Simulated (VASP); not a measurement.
Runs of VASP 6.6.1 on AlN (zincblende type). The structure is that of space group F-43m (No. 216), or close to it. The cells are those of the table. 

```csv
task,cell,cutoff (eV),k mesh for the DOS,occupations for the DOS,gap on the mesh (eV),pressure (GPa)
single point,"a = 2.942 Å, angles 60.0°, 2 atoms",520,-,-,3.33,35.6
relaxation of cell and atoms,"relaxed from a = 3.047 Å, angles 60.0°, 2 atoms",600,-,-,3.28,0.0
single point,"a = 3.008 Å, angles 60.0°, 2 atoms",520,-,-,3.31,(a)
single point,"a = 3.070 Å, angles 60.0°, 2 atoms",520,-,-,3.28,(b)
single point,"a = 2.646 Å, angles 60.0°, 2 atoms",520,-,-,3.31,224.2
```

Alike in all rows: level LDA; potentials or basis VASP PAW LDA potentials, release 64 (Al, N); no spin polarisation; k mesh 17 × 17 × 17; smearing fermi-dirac 0.1 eV.

Q: Estimate the missing entries.

A: (a) 15.6; (b) 0.6.

A k mesh can miss the band edges.
